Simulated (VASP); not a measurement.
# C in VASP: single point with PBEsol+D3(BJ)

Aim: the single point of C with PBEsol+D3(BJ).

Program: VASP 6.6.1. These are calculated values, not measurements. Logs are shortened: lines on timing, memory, paths and dates and some standing lists are left out, and cuts for length are marked.

## (1) The cell of the first run

The cell holds a slab with vacuum, 14 atoms: a = 6.504 Å, b = 6.504 Å, c = 21.930 Å, α = 90.00°, β = 90.00°, γ = 120.00°.

## (2) Single point, PBEsol+D3(BJ)

INCAR

```
PREC = Accurate
ENCUT = 520
EDIFF = 1E-6
ISMEAR = 0
SIGMA = 0.04
LREAL = F
LASPH = T
NELM = 120
ALGO = Normal
ISIF = 2
LWAVE = F
LCHARG = F
LDIPOL = T
IDIPOL = 3
DIPOL = 0.5 0.5 0.642
GGA = PS
IVDW = 12
NBANDS = 41
GGA_COMPAT = F
NELMDL = -8
```

KPOINTS

```
regular mesh
0
Gamma
  6 6 1
```

POSCAR

```
C
1.0
    6.1459256416      2.1290110942      0.0000000000
   -4.9167405133      4.2580221882      0.0000000000
    0.0000000000      0.0000000000     21.9298154914
C
14
Direct
    0.0490013468      0.3102713427      0.6468368964
    0.1897286573      0.7387300041      0.6468368964
    0.3333333333      0.1666666667      0.6365150066
    0.4756182434      0.5961024280      0.6380748734
    0.6204841846      0.0243817566      0.6380748734
    0.7612699959      0.4509986532      0.6468368964
    0.9038975720      0.8795158154      0.6380748734
    0.0951372751      0.1207992722      0.6395017483
    0.2371118896      0.5475271460      0.6443226658
    0.3792007278      0.9743380030      0.6395017483
    0.5256619970      0.4048627249      0.6395017483
    0.6666666667      0.8333333333      0.6425441212
    0.8104152563      0.2628881104      0.6443226658
    0.9524728540      0.6895847437      0.6443226658
```

Potentials or basis: VASP PAW PBE potentials, release 64 (C).

Command:

```
> cat potpaw_PBE.64/C/POTCAR > POTCAR
> mpirun -np 1 vasp_std > vasp.out
```

OUTCAR:

```text
PREC = Accurate
   ENCUT = 520
   EDIFF = 1E-6
   ISMEAR = 0
   LREAL = F
   LASPH = T
   NELM = 120
   ISIF = 2
   GGA = PS
   IVDW = 12
   NELMDL = -8
 IVDW          = 12

 ion  position               nearest neighbor table
   1  0.049  0.310  0.647-   9 1.41   8 1.42  13 1.42
   2  0.190  0.739  0.647-  14 1.41  10 1.42   9 1.42
   3  0.333  0.167  0.637-  11 1.43  10 1.43   8 1.43
   4  0.476  0.596  0.638-  12 1.42   9 1.43  11 1.43
   5  0.620  0.024  0.638-  12 1.42  13 1.43  10 1.43
   6  0.761  0.451  0.647-  13 1.41  11 1.42  14 1.42
   7  0.904  0.880  0.638-  12 1.42  14 1.43   8 1.43
   8  0.095  0.121  0.640-   1 1.42   3 1.43   7 1.43
   9  0.237  0.548  0.644-   1 1.41   2 1.42   4 1.43
  10  0.379  0.974  0.640-   2 1.42   3 1.43   5 1.43
  11  0.526  0.405  0.640-   6 1.42   3 1.43   4 1.43
  12  0.667  0.833  0.643-   7 1.42   4 1.42   5 1.42
  13  0.810  0.263  0.644-   6 1.41   1 1.42   5 1.43
  14  0.952  0.690  0.644-   2 1.41   6 1.42   7 1.43

  LATTYP: Found a hexagonal cell.
 ALAT       =     6.5042363296
 C/A-ratio  =     3.3716203379

  Lattice vectors:

 A1 = (   6.1459256416,   2.1290110942,   0.0000000000)
 A2 = (  -4.9167405133,   4.2580221882,   0.0000000000)
 A3 = (   0.0000000000,   0.0000000000,  21.9298154914)

Analysis of symmetry for initial positions (statically):
=====================================================================
 Subroutine PRICEL returns:
 Original cell was already a primitive cell.

 Routine SETGRP: Setting up the symmetry group for a
 hexagonal supercell.

 Subroutine GETGRP returns: Found  3 space group operations
 (whereof  1 operations were pure point group operations)
 out of a pool of 24 trial point group operations.

The static configuration has the point symmetry C_1 .
 The point group associated with its full space group is C_3 .

Analysis of symmetry for dynamics (positions and initial velocities):
=====================================================================
 Subroutine PRICEL returns:
 Original cell was already a primitive cell.

 Routine SETGRP: Setting up the symmetry group for a
 hexagonal supercell.

 Subroutine GETGRP returns: Found  3 space group operations
 (whereof  1 operations were pure point group operations)
 out of a pool of 24 trial point group operations.

The dynamic configuration has the point symmetry C_1 .
 The point group associated with its full space group is C_3 .

 Subroutine INISYM returns: Found  3 space group operations
 (whereof  1 operations are pure point group operations),
 and found     1 'primitive' translations

----------------------------------------------------------------------------------------

                                     Primitive cell

  volume of cell :     803.4489

  direct lattice vectors                    reciprocal lattice vectors
     6.145925642  2.129011094  0.000000000     0.116221015  0.134200468  0.000000000
    -4.916740513  4.258022188  0.000000000    -0.058110507  0.167750585  0.000000000
     0.000000000  0.000000000 21.929815491     0.000000000  0.000000000  0.045600019

  length of vectors
     6.504236330  6.504236330 21.929815491     0.177530532  0.177530532  0.045600019

  position of ions in fractional coordinates (direct lattice)
     0.049001347  0.310271343  0.646836896
     0.189728657  0.738730004  0.646836896
     0.333333333  0.166666667  0.636515007
     0.475618243  0.596102428  0.638074873
     0.620484185  0.024381757  0.638074873
     0.761269996  0.450998653  0.646836896
     0.903897572  0.879515815  0.638074873
     0.095137275  0.120799272  0.639501748
     0.237111890  0.547527146  0.644322666
     0.379200728  0.974338003  0.639501748
     0.525661997  0.404862725  0.639501748
     0.666666667  0.833333333  0.642544121
     0.810415256  0.262888110  0.644322666
[... 29 lines left out ...]
  Cartesian coordinates                     Fractional coordinates (reciprocal lattice)
     0.019370169  0.022366745  0.000000000     0.166666667  0.000000000  0.000000000
    -0.009685085  0.027958431  0.000000000     0.000000000  0.166666667  0.000000000
     0.000000000  0.000000000  0.045600019     0.000000000  0.000000000  1.000000000

  Length of vectors
     0.029588422  0.029588422  0.045600019

  Shift w.r.t. Gamma in fractional coordinates (k-lattice)
     0.000000000  0.000000000  0.000000000

 Subroutine IBZKPT returns following result:
 ===========================================

 Found      8 irreducible k-points:

 Following reciprocal coordinates:
            Coordinates               Weight
  0.000000  0.000000  0.000000      1.000000
  0.166667  0.000000  0.000000      6.000000
  0.333333  0.000000  0.000000      6.000000
  0.500000  0.000000  0.000000      3.000000
  0.166667  0.166667  0.000000      6.000000
  0.333333  0.166667  0.000000      6.000000
 -0.333333  0.500000  0.000000      6.000000
  0.333333  0.333333  0.000000      2.000000
   k-points           NKPTS =      8   k-points in BZ     NKDIM =      8   number of bands    NBANDS=     41
   number of dos      NEDOS =    301   number of ions     NIONS =     14
   total plane-waves  NPLWV = 387072
   dimension x,y,z NGX =    48 NGY =   48 NGZ =  168
   dimension x,y,z NGXF=    96 NGYF=   96 NGZF=  336
   ions per type =              14
   NGX,Y,Z   is equivalent  to a cutoff of  12.27, 12.27, 12.74 a.u.
   NGXF,Y,Z  is equivalent  to a cutoff of  24.54, 24.54, 25.47 a.u.
 SYSTEM =  unknown system
   PREC   = accura    normal or accurate (medium, high low for compatibility)
   ISTART =      0    job   : 0-new  1-cont  2-samecut
   ICHARG =      2    charge: 1-file 2-atom 10-const
   ISPIN  =      1    spin polarized calculation?
   LNONCOLLINEAR =      F non collinear calculations
   LSORBIT =      F    spin-orbit coupling
   LASPH  =      T    aspherical Exc in radial PAW
   ENCUT  =  520.0 eV  38.22 Ry    6.18 a.u.  12.09 12.09 40.77*2*pi/ulx,y,z
   NELM   =    120;   NELMIN=  2; NELMDL= -8     # of ELM steps
   EDIFF  = 0.1E-05   stopping-criterion for ELM
   LREAL  =      F    real-space projection
   EDIFFG = 0.1E-04   stopping-criterion for IOM
   NSW    =      0    number of steps for IOM
   IBRION =     -1    ionic relax: 0-MD 1-quasi-New 2-CG
   NFREE  =      0    steps in history (QN), initial steepest desc. (CG)
   ISIF   =      2    stress and relaxation
   ISYM   =      2    0-nonsym 1-usesym 2-fastsym
   POTIM  = 0.5000    time-step for ionic-motion
   TEBEG  =    0.0;   TEEND  =   0.0 temperature during run
   PSTRESS=    0.0 pullay stress
   NELECT =      56.0000    total number of electrons
   NUPDOWN=      -1.0000    fix difference up-down
   EMIN   =  10.00;   EMAX   =-10.00  energy-range for DOS
   EFERMI =   0.00;   METHOD = LEGACY
   ISMEAR =     0;   SIGMA  =   0.04  broadening in eV -4-tet -1-fermi 0-gaus
   EFERMI_NEDOS =   21; number of points for ismear=-14 and -15
   IALGO  =     38    algorithm
   IMIX   =      4    mixing-type and parameters
     AMIX     =   0.40;   BMIX     =  1.00
     AMIX_MAG =   1.60;   BMIX_MAG =  1.00
  volume/ion in A,a.u.               =      57.39       387.28
  Fermi-wavevector in a.u.,A,eV,Ry     =   0.673728  1.273162  6.175817  0.453910
  Thomas-Fermi vector in A             =   1.750235
   LORBIT       =      0    0 simple, 1 ext, 2 COOP (PROOUT), +10 PAW based schemes
   GGA     = PS    functional components
   LHFCALC =     F    Hartree Fock is set to
   AEXX    =    0.0000 exact exchange contribution
   IVDW    =    12    specifies the selected vdW correction
   LEPSILON=     F    determine dielectric tensor
   LRPA    =     F    only Hartree local field effects (RPA)
 non-spin polarized calculation
 Gauss-broadening in eV      SIGMA  =   0.04
  energy-cutoff  :      520.00
  volume of cell :      803.45
 maximum number of plane-waves:     21660
   NGX = 25   NGY = 25   NGZ = 81

 dipolmoment           0.000000      0.000000      0.000499 electrons x Angstroem

 number of electron      56.0000001 magnetization

 dipolmoment           0.000000      0.000000     -0.000833 electrons x Angstroem

 Free energy of the ion-electron system (eV)
  ---------------------------------------------------
  ext. energy  EPLUGINS =         0.00000000
  ---------------------------------------------------
  free energy    TOTEN  =      -134.58397594 eV

  energy without entropy =     -134.58216631  energy(sigma->0) =     -134.58307112

 E-fermi :  -2.9502     XC(G=0):  -1.9708

 val. band max:       -2.9729962416   @ k =   0.3333   0.3333   0.0000
 cond. band min:      -2.9273074415   @ k =   0.3333   0.3333   0.0000
 fundamental gap:      0.0456888001
 Fermi energy:        -2.9501518415

 k-point     1 :       0.0000    0.0000    0.0000
  band No.  band energies     occupation
      1     -22.4616      2.00000
      2     -19.1954      2.00000
      3     -19.1784      2.00000
      4     -19.1784      2.00000
      5     -19.1148      2.00000
      6     -19.0741      2.00000
[... 333 lines left out ...]
     39       3.0928      0.00000
     40       3.0940      0.00000
 [bands above 40 left out]

------------------------ aborting loop because EDIFF is reached ----------------------------------------

 vacuum level on the upper side and lower side of the slab       (xc-potential included)        -0.007        -0.003

 Edisp (eV)   -0.68858

 E8    (eV) :    -0.3543

  FORCE on cell =-STRESS in cart. coord.  units (eV):
  Direction    XX          YY          ZZ          XY          YZ          ZX
  --------------------------------------------------------------------------------------
  -------------------------------------------------------------------------------------
  Total      -0.28842    -0.28842    -0.78472    -0.00000     0.00000     0.00000
  in kB      -0.57514    -0.57514    -1.56484    -0.00000     0.00000     0.00000
  external pressure =       -0.91 kB  Pullay stress =        0.00 kB

 VOLUME and BASIS-vectors are now :
 -----------------------------------------------------------------------------
  energy-cutoff  :      520.00
  volume of cell :      803.45
      direct lattice vectors                 reciprocal lattice vectors
     6.145925642  2.129011094  0.000000000     0.116221015  0.134200468  0.000000000
    -4.916740513  4.258022188  0.000000000    -0.058110507  0.167750585  0.000000000
     0.000000000  0.000000000 21.929815491     0.000000000  0.000000000  0.045600019

 POSITION                                       TOTAL-FORCE (eV/Angst)
 -----------------------------------------------------------------------------------
     -1.22437      1.42547     14.18501        -0.272283     -0.305186     -1.045294
     -2.46609      3.54946     14.18501         0.400440     -0.083211     -1.045294
      1.22919      1.41934     13.95866         0.000000     -0.000000      0.640501
     -0.00777      3.55081     13.99286         0.350551     -0.284537      1.210543
      3.69357      1.42484     13.99286        -0.421692     -0.161318      1.210543
      2.46127      3.54111     14.18501        -0.128157      0.388397     -1.045294
      1.23094      5.66941     13.99286         0.071140      0.445855      1.210543
     -0.00923      0.71691     14.02416         0.513486     -0.454719     -0.024745
     -1.23478      2.83620     14.12988         0.314988      0.435958      0.185850
     -2.46003      4.95608     14.02416         0.137055      0.672052     -0.024745
      1.24007      2.84305     14.02416        -0.650542     -0.217332     -0.024745
      0.00000      4.96769     14.09087         0.000000     -0.000000     -1.619562
      3.68820      2.84477     14.12988         0.220057     -0.490767      0.185850
      2.46332      4.96409     14.12988        -0.535045      0.054809      0.185850
 -----------------------------------------------------------------------------------
    total drift:                               -0.000001      0.000001      0.000181

  FREE ENERGIE OF THE ION-ELECTRON SYSTEM (eV)
  ---------------------------------------------------
  free  energy   TOTEN  =      -135.2725595272 eV

  energy  without entropy=     -135.2707498956  energy(sigma->0) =     -135.27165471

 vacuum level on the upper side and lower side of the slab         1.373         1.378
```

Run time: 16 min. Hardware: 1 thread of Oxide Virtual Turin-like, shared host; peak memory 0.77 GiB.

Results:

| Property | Result |
| --- | --- |
| Free energy | -135.2726 eV |
| Largest force | 1.620 eV/Å |
| Dispersion energy per atom | -0.049 eV |

Forces in eV/Å, atoms in the order of the input:
```
C   -0.272 -0.305 -1.045
C    0.400 -0.083 -1.045
C    0.000  0.000  0.641
C    0.351 -0.285  1.211
C   -0.422 -0.161  1.211
C   -0.128  0.388 -1.045
C    0.071  0.446  1.211
C    0.513 -0.455 -0.025
C    0.315  0.436  0.186
C    0.137  0.672 -0.025
C   -0.651 -0.217 -0.025
C    0.000  0.000 -1.620
C    0.220 -0.491  0.186
C   -0.535  0.055  0.186
```

Caveat: the PAW data sets were made with another functional, which shifts forces and pressure a little.
